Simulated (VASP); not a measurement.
# Mg (Im-3m) in VASP: a series of runs

Mg is run at these levels: PBEsol; tasks: single point.

All numbers are computed with VASP 6.6.1; they aren't measurements. Logs are shortened: lines on timing, memory, paths and dates and some standing lists are left out, and cuts for length are marked.

## Step 1: The cell of the first run

Symmetry: Im-3m, No. 229, cubic system. The conventional cell has a = 3.407 Å, b = 3.407 Å, c = 3.407 Å, α = 90.00°, β = 90.00°, γ = 90.00°. Within 3.9 Å of Mg (site symmetry m-3m) lie 14 Mg at 2.95 to 3.41 Å.

This isn't the form of Mg at room conditions, which is hcp.

## Step 2: Single point, PBEsol (19.78 Å³/atom)

The input, INCAR:

```
PREC     = Accurate       # precision mode
ENCUT    = 520            # plane-wave cutoff, eV
EDIFF    = 1E-7           # SCF threshold, eV
ISMEAR   = -1             # smearing method
SIGMA    = 0.1            # smearing width, eV
LREAL    = False          # projectors in reciprocal space
LASPH    = True           # aspherical terms in the spheres
NELM     = 100            # most SCF steps
ALGO     = Normal         # electronic algorithm
ISIF     = 2              # what is computed and relaxed
LWAVE    = False          # write WAVECAR
LCHARG   = False          # write CHGCAR
GGA      = PS             # functional
NBANDS   = 7              # bands
```

The input, KPOINTS:

```
Automatic mesh
0
Gamma
  14 14 14
```

The input, POSCAR:

```
Mg
1.0
   -1.7036418540      1.7036418540      1.7036418540
    1.7036418540     -1.7036418540      1.7036418540
    1.7036418540      1.7036418540     -1.7036418540
Mg
1
Direct
    0.0000000000      0.0000000000      0.0000000000
```

Potentials or basis: VASP PAW PBE potentials, release 64 (Mg).

On the command line:

```bash
$ cat potpaw_PBE.64/Mg/POTCAR > POTCAR
$ mpirun -np 1 vasp_std > vasp.out
```

OUTCAR:

```text
PREC = Accurate
   ENCUT = 520
   EDIFF = 1E-7
   ISMEAR = -1
   LREAL = False
   LASPH = True
   NELM = 100
   ISIF = 2
   GGA = PS

 ion  position               nearest neighbor table
   1  0.000  0.000  0.000-

  LATTYP: Found a body centered cubic cell.
 ALAT       =     3.4072837080

  Lattice vectors:

 A1 = (  -1.7036418540,   1.7036418540,   1.7036418540)
 A2 = (   1.7036418540,  -1.7036418540,   1.7036418540)
 A3 = (   1.7036418540,   1.7036418540,  -1.7036418540)

Analysis of symmetry for initial positions (statically):
=====================================================================
 Subroutine PRICEL returns:
 Original cell was already a primitive cell.

 Routine SETGRP: Setting up the symmetry group for a
 body centered cubic supercell.

 Subroutine GETGRP returns: Found 48 space group operations
 (whereof 48 operations were pure point group operations)
 out of a pool of 48 trial point group operations.

The static configuration has the point symmetry O_h .

Analysis of symmetry for dynamics (positions and initial velocities):
=====================================================================
 Subroutine PRICEL returns:
 Original cell was already a primitive cell.

 Routine SETGRP: Setting up the symmetry group for a
 body centered cubic supercell.

 Subroutine GETGRP returns: Found 48 space group operations
 (whereof 48 operations were pure point group operations)
 out of a pool of 48 trial point group operations.

The dynamic configuration has the point symmetry O_h .

 Subroutine INISYM returns: Found 48 space group operations
 (whereof 48 operations are pure point group operations),
 and found     1 'primitive' translations

----------------------------------------------------------------------------------------

                                     Primitive cell

  volume of cell :      19.7786

  direct lattice vectors                    reciprocal lattice vectors
    -1.703641854  1.703641854  1.703641854     0.000000000  0.293488915  0.293488915
     1.703641854 -1.703641854  1.703641854     0.293488915  0.000000000  0.293488915
     1.703641854  1.703641854 -1.703641854     0.293488915  0.293488915  0.000000000

  length of vectors
     2.950794249  2.950794249  2.950794249     0.415056005  0.415056005  0.415056005

  position of ions in fractional coordinates (direct lattice)
     0.000000000  0.000000000  0.000000000

  ion indices of the primitive-cell ions
   primitive index   ion index
                 1           1

----------------------------------------------------------------------------------------

 KPOINTS: Automatic mesh

Automatic generation of k-mesh.
 Grid dimensions read from file:
 generate k-points for:   14   14   14

 Generating k-lattice:

  Cartesian coordinates                     Fractional coordinates (reciprocal lattice)
     0.000000000  0.020963494  0.020963494     0.071428571  0.000000000  0.000000000
     0.020963494  0.000000000  0.020963494     0.000000000  0.071428571  0.000000000
     0.020963494  0.020963494  0.000000000     0.000000000  0.000000000  0.071428571

  Length of vectors
     0.029646857  0.029646857  0.029646857

  Shift w.r.t. Gamma in fractional coordinates (k-lattice)
     0.000000000  0.000000000  0.000000000

 Subroutine IBZKPT returns following result:
 ===========================================

 Found    104 irreducible k-points:

 Following reciprocal coordinates:
            Coordinates               Weight
  0.000000  0.000000  0.000000      1.000000
  0.071429  0.000000  0.000000     12.000000
  0.142857  0.000000  0.000000     12.000000
  0.214286  0.000000  0.000000     12.000000
  0.285714  0.000000  0.000000     12.000000
  0.357143  0.000000  0.000000     12.000000
[... 16 lines left out ...]
  0.285714  0.285714  0.000000     24.000000
  0.357143  0.285714 -0.000000     24.000000
 [... further k-points ...]
   k-points           NKPTS =    104   k-points in BZ     NKDIM =    104   number of bands    NBANDS=      7
   number of dos      NEDOS =    301   number of ions     NIONS =      1
   total plane-waves  NPLWV =  13824
   dimension x,y,z NGX =    24 NGY =   24 NGZ =   24
   dimension x,y,z NGXF=    48 NGYF=   48 NGZF=   48
   ions per type =               1
   NGX,Y,Z   is equivalent  to a cutoff of  13.52, 13.52, 13.52 a.u.
   NGXF,Y,Z  is equivalent  to a cutoff of  27.04, 27.04, 27.04 a.u.
 SYSTEM =  unknown system
   PREC   = accura    normal or accurate (medium, high low for compatibility)
   ISTART =      0    job   : 0-new  1-cont  2-samecut
   ICHARG =      2    charge: 1-file 2-atom 10-const
   ISPIN  =      1    spin polarized calculation?
   LNONCOLLINEAR =      F non collinear calculations
   LSORBIT =      F    spin-orbit coupling
   LASPH  =      T    aspherical Exc in radial PAW
   ENCUT  =  520.0 eV  38.22 Ry    6.18 a.u.   5.49  5.49  5.49*2*pi/ulx,y,z
   NELM   =    100;   NELMIN=  2; NELMDL= -5     # of ELM steps
   EDIFF  = 0.1E-06   stopping-criterion for ELM
   LREAL  =      F    real-space projection
   EDIFFG = 0.1E-05   stopping-criterion for IOM
   NSW    =      0    number of steps for IOM
   IBRION =     -1    ionic relax: 0-MD 1-quasi-New 2-CG
   NFREE  =      0    steps in history (QN), initial steepest desc. (CG)
   ISIF   =      2    stress and relaxation
   ISYM   =      2    0-nonsym 1-usesym 2-fastsym
   POTIM  = 0.5000    time-step for ionic-motion
   TEBEG  =    0.0;   TEEND  =   0.0 temperature during run
   PSTRESS=    0.0 pullay stress
   NELECT =       2.0000    total number of electrons
   NUPDOWN=      -1.0000    fix difference up-down
   EMIN   =  10.00;   EMAX   =-10.00  energy-range for DOS
   EFERMI =   0.00;   METHOD = LEGACY
   ISMEAR =    -1;   SIGMA  =   0.10  broadening in eV -4-tet -1-fermi 0-gaus
   EFERMI_NEDOS =   21; number of points for ismear=-14 and -15
   IALGO  =     38    algorithm
   IMIX   =      4    mixing-type and parameters
     AMIX     =   0.40;   BMIX     =  1.00
     AMIX_MAG =   1.60;   BMIX_MAG =  1.00
  volume/ion in A,a.u.               =      19.78       133.47
  Fermi-wavevector in a.u.,A,eV,Ry     =   0.762699  1.441292  7.914643  0.581710
  Thomas-Fermi vector in A             =   1.862218
   LORBIT       =      0    0 simple, 1 ext, 2 COOP (PROOUT), +10 PAW based schemes
   GGA     = PS    functional components
   LHFCALC =     F    Hartree Fock is set to
   AEXX    =    0.0000 exact exchange contribution
   IVDW    =     0    specifies the selected vdW correction
   LEPSILON=     F    determine dielectric tensor
   LRPA    =     F    only Hartree local field effects (RPA)
 non-spin polarized calculation
  energy-cutoff  :      520.00
  volume of cell :       19.78
 maximum number of plane-waves:       555
 NGX is ok and might be reduce to    24
   NGX = 11   NGY = 11   NGZ = 11

 number of electron       2.0000000 magnetization

 Free energy of the ion-electron system (eV)
  ---------------------------------------------------
  ext. energy  EPLUGINS =         0.00000000
  ---------------------------------------------------
  free energy    TOTEN  =        -1.65680556 eV

  energy without entropy =       -1.64439784  energy(sigma->0) =       -1.65060170

 E-fermi :   3.4892     XC(G=0):  -9.0175

 val. band max:        3.4627139062   @ k =  -0.4286   0.5000   0.0714
 cond. band min:       3.4960065378   @ k =   0.3571   0.1429   0.1429
 fundamental gap:      0.0332926316
 Fermi energy:         3.4891821577

 k-point     1 :       0.0000    0.0000    0.0000
  band No.  band energies     occupation
      1      -4.1788      2.00000
      2      17.4644      0.00000
      3      17.4644      0.00000
      4      17.4644      0.00000
      5      19.6555      0.00000
      6      19.6555      0.00000
      7      20.6626      0.00000

 k-point     2 :       0.0714    0.0000    0.0000
  band No.  band energies     occupation
      1      -4.0461      2.00000
      2      16.0643      0.00000
      3      16.8078      0.00000
      4      17.0197      0.00000
      5      18.6563      0.00000
      6      18.7646      0.00000
      7      20.7139      0.00000

 k-point     3 :       0.1429    0.0000    0.0000
  band No.  band energies     occupation
      1      -3.6492      2.00000
      2      13.4392      0.00000
      3      15.6624      0.00000
      4      16.2022      0.00000
      5      17.4498      0.00000
      6      18.3049      0.00000
      7      20.9028      0.00000

 k-point     4 :       0.2143    0.0000    0.0000
  band No.  band energies     occupation
      1      -2.9921      2.00000
      2      10.8133      0.00000
      3      14.5959      0.00000
      4      15.4269      0.00000
      5      16.4424      0.00000
      6      17.7642      0.00000
      7      21.4316      0.00000

 k-point     5 :       0.2857    0.0000    0.0000
  band No.  band energies     occupation
      1      -2.0810      2.00000
      2       8.3501      0.00000
      3      13.7320      0.00000
      4      14.7987      0.00000
      5      15.6580      0.00000
      6      17.1842      0.00000
      7      22.2282      0.00000
[... 161 lines left out ...]
 k-point    22 :       0.3571    0.2143   -0.0000
  band No.  band energies     occupation
      1       2.0167      2.00000
      2       3.9099      0.02934
      3       7.4748      0.00000
      4      12.7516      0.00000
      5      17.5826      0.00000
      6      20.7381      0.00000
      7      21.8050      0.00000

 k-point    23 :       0.2857    0.2857    0.0000
  band No.  band energies     occupation
      1       1.9206      2.00000
      2       4.9411      0.00000
      3       6.2070      0.00000
      4      12.6354      0.00000
      5      18.5489      0.00000
      6      19.7133      0.00000
      7      22.3091      0.00000

 k-point    24 :       0.3571    0.2857   -0.0000
  band No.  band energies     occupation
      1       3.1501      1.93486
      2       3.8112      0.07682
      3       5.7685      0.00000
      4      12.5200      0.00000
      5      18.8051      0.00000
      6      20.1091      0.00000
      7      21.5418      0.00000

 [... further k-points ...]

------------------------ aborting loop because EDIFF is reached ----------------------------------------

  FORCE on cell =-STRESS in cart. coord.  units (eV):
  Direction    XX          YY          ZZ          XY          YZ          ZX
  --------------------------------------------------------------------------------------
  -------------------------------------------------------------------------------------
  Total        0.7540836      0.7540836      0.7540836     -0.0000000      0.0000000      0.0000000
  in kB       61.0850838     61.0850838     61.0850838     -0.0000000      0.0000000      0.0000000
  external PRESSURE =      61.0850838 kB  Pullay stress =       0.0000000 kB

 VOLUME and BASIS-vectors are now :
 -----------------------------------------------------------------------------
  energy-cutoff  :      520.00
  volume of cell :       19.78
      direct lattice vectors                 reciprocal lattice vectors
    -1.703641854  1.703641854  1.703641854     0.000000000  0.293488915  0.293488915
     1.703641854 -1.703641854  1.703641854     0.293488915  0.000000000  0.293488915
     1.703641854  1.703641854 -1.703641854     0.293488915  0.293488915  0.000000000

 POSITION                                       TOTAL-FORCE (eV/Angst)
 -----------------------------------------------------------------------------------
      0.00000      0.00000      0.00000        -0.000000     -0.000000      0.000000
 -----------------------------------------------------------------------------------
    total drift:                                0.000000      0.000000      0.000000

  FREE ENERGIE OF THE ION-ELECTRON SYSTEM (eV)
  ---------------------------------------------------
  free  energy   TOTEN  =        -1.6568055565 eV

  energy  without entropy=       -1.6443978368  energy(sigma->0) =       -1.65060170
```

Run time: 12 s. Hardware: 1 thread of Intel Xeon 8259CL, shared host; peak memory 0.14 GiB.

Results:

| Property | Result |
| --- | --- |
| Free energy | -1.6568 eV |
| Pressure | 6.1 GPa |
| Band gap on the k mesh | zero (bands 1 and 2 overlap by 4.93 eV) |

Levels at points of the mesh, in eV from the Fermi level:
```csv
k point,band 1,band 2,band 3,band 4
"(0.00, 0.00, 0.00)",-7.67,13.98,13.98,13.98
"(0.50, 0.00, 0.00)",-1.76,-0.95,9.11,10.49
"(0.50, 0.50, 0.50)",3.98,3.98,4.27,4.27
```

Caveat: the cell stands under pressure; the PAW data sets were made with another functional, which shifts forces and pressure a little.

## Step 3: Single point, PBEsol (20.68 Å³/atom)

This run uses another cell than the first one, of 20.68 Å³/atom.

The input, INCAR:

```
  ALGO = Normal
  EDIFF = 1E-7
  ENCUT = 520
  GGA = PS
  ISIF = 2
  ISMEAR = -1
  LASPH = True
  LCHARG = False
  LREAL = False
  LWAVE = False
  NBANDS = 7
  NELM = 60
  PREC = Accurate
  SIGMA = 0.1
```

The input, KPOINTS:

```
k-points
0
Gamma
  14 14 14
```

The input, POSCAR:

```
Mg
1.0
   -1.7290730937      1.7290730937      1.7290730937
    1.7290730937     -1.7290730937      1.7290730937
    1.7290730937      1.7290730937     -1.7290730937
Mg
1
Direct
    0.0000000000      0.0000000000      0.0000000000
```

Potentials or basis: VASP PAW PBE potentials, release 64 (Mg).

On the command line:

```bash
$ cat potpaw_PBE.64/Mg/POTCAR > POTCAR
$ mpirun -np 1 vasp_std > vasp.out
```

It took 15 s on 1 thread of Intel Xeon 8259CL, shared host; peak memory 0.14 GiB.

Results (log left out):

* Free energy: -1.6840 eV
* Pressure: 3.6 GPa
* Band gap on the k mesh: zero (bands 1 and 2 overlap by 4.92 eV)

Levels at points of the mesh, in eV from the Fermi level:
```
           k point  band 1  band 2  band 3  band 4  band 5
(0.00, 0.00, 0.00)   -7.46   13.67   13.67   13.67   15.80
(0.50, 0.00, 0.00)   -1.69   -0.94    8.95   10.11   10.86
(0.50, 0.50, 0.50)    3.98    3.98    4.12    4.12    4.12
```

Caveat: the cell stands under pressure; the PAW data sets were made with another functional, which shifts forces and pressure a little.

## Step 4: Single point, PBEsol (21.58 Å³/atom)

This run uses another cell than the first one, of 21.58 Å³/atom.

The input, INCAR:

```
SYSTEM = Mg
PREC = Accurate ; ENCUT = 520
EDIFF = 1E-6 ; ISMEAR = -1
SIGMA = 0.1 ; LREAL = .False.
LASPH = .True. ; NELM = 80
ALGO = Normal ; ISIF = 2
LWAVE = .False. ; LCHARG = .False.
GGA = PS ; NBANDS = 7
```

The input, KPOINTS:

```
regular mesh
0
Gamma
  14 14 14
  0 0 0
```

The input, POSCAR:

```
Mg
1.0
   -1.7537774756      1.7537774756      1.7537774756
    1.7537774756     -1.7537774756      1.7537774756
    1.7537774756      1.7537774756     -1.7537774756
Mg
1
Direct
    0.0000000000      0.0000000000      0.0000000000
```

On the command line:

```bash
$ cat potpaw_PBE.64/Mg/POTCAR > POTCAR
$ mpirun -np 1 vasp_std > vasp.out
```

Run time: 8.9 s. Hardware: 1 thread of Intel Xeon 8259CL, shared host; peak memory 0.14 GiB.

It converged, with:

```yaml
Free_energy: -1.6986 eV
Pressure: 1.6 GPa
Band_gap_on_the_k_mesh: zero (bands 1 and 2 overlap by 4.92 eV)
```

Levels at points of the mesh, in eV from the Fermi level:
```
           k point  band 1  band 2  band 3  band 4
(0.00, 0.00, 0.00)   -7.26   13.38   13.38   13.38
(0.50, 0.00, 0.00)   -1.62   -0.94    8.80    9.77
(0.50, 0.50, 0.50)    3.98    3.98    3.99    3.99
```

Caveat: the PAW data sets were made with another functional, which shifts forces and pressure a little.

## Step 5: Single point, PBEsol (22.48 Å³/atom)

This run uses another cell than the first one, of 22.48 Å³/atom.

The input, INCAR:

```
PREC = Accurate
ENCUT = 520
EDIFF = 1E-7
ISMEAR = -1
SIGMA = 0.1
LREAL = False
LASPH = True
NELM = 100
ALGO = Normal
ISIF = 2
LWAVE = False
LCHARG = False
GGA = PS
NBANDS = 7
```

The input, KPOINTS:

```
regular mesh
0
Gamma
  14 14 14
```

The input, POSCAR:

```
Mg
1.0
   -1.7778048103      1.7778048103      1.7778048103
    1.7778048103     -1.7778048103      1.7778048103
    1.7778048103      1.7778048103     -1.7778048103
Mg
1
Direct
    0.0000000000      0.0000000000      0.0000000000
```

On the command line:

```bash
$ cat potpaw_PBE.64/Mg/POTCAR > POTCAR
$ mpirun -np 1 vasp_std > vasp.out
```

It took 12 s on 1 thread of Intel Xeon 8259CL, shared host; peak memory 0.14 GiB.

It converged, with:

```yaml
Free_energy: -1.7030 eV
Pressure: 0.0 GPa
Band_gap_on_the_k_mesh: zero (bands 1 and 2 overlap by 4.82 eV)
```

Levels at points of the mesh, in eV from the Fermi level:
| k point | band 1 | band 2 | band 3 | band 4 | band 5 |
| --- | --- | --- | --- | --- | --- |
| (0.00, 0.00, 0.00) | -7.07 | 13.10 | 13.10 | 13.10 | 15.15 |
| (0.50, 0.00, 0.00) | -1.55 | -0.94 | 8.66 | 9.45 | 10.30 |
| (0.50, 0.50, 0.50) | 3.88 | 3.88 | 3.88 | 3.97 | 3.97 |

Caveat: the PAW data sets were made with another functional, which shifts forces and pressure a little.

## Step 6: The runs side by side

```csv
cell,gap on the mesh (eV),pressure (GPa)
"a = 2.951 Å, angles 109.5°, 1 atom",none,6.1
"a = 2.995 Å, angles 109.5°, 1 atom",none,3.6
"a = 3.038 Å, angles 109.5°, 1 atom",none,1.6
"a = 3.079 Å, angles 109.5°, 1 atom",none,0.0
```

Alike in all rows: task single point; level PBEsol; potentials or basis VASP PAW PBE potentials, release 64 (Mg); no spin polarisation; k mesh 14 × 14 × 14; cutoff (eV) 520; smearing fermi-dirac 0.1 eV.

Caveats: the PAW data sets were made with another functional, which shifts forces and pressure a little; the cell stands under pressure (at least some runs).

Total energies depend on the potentials used, so only differences within one code and one set of settings carry meaning.
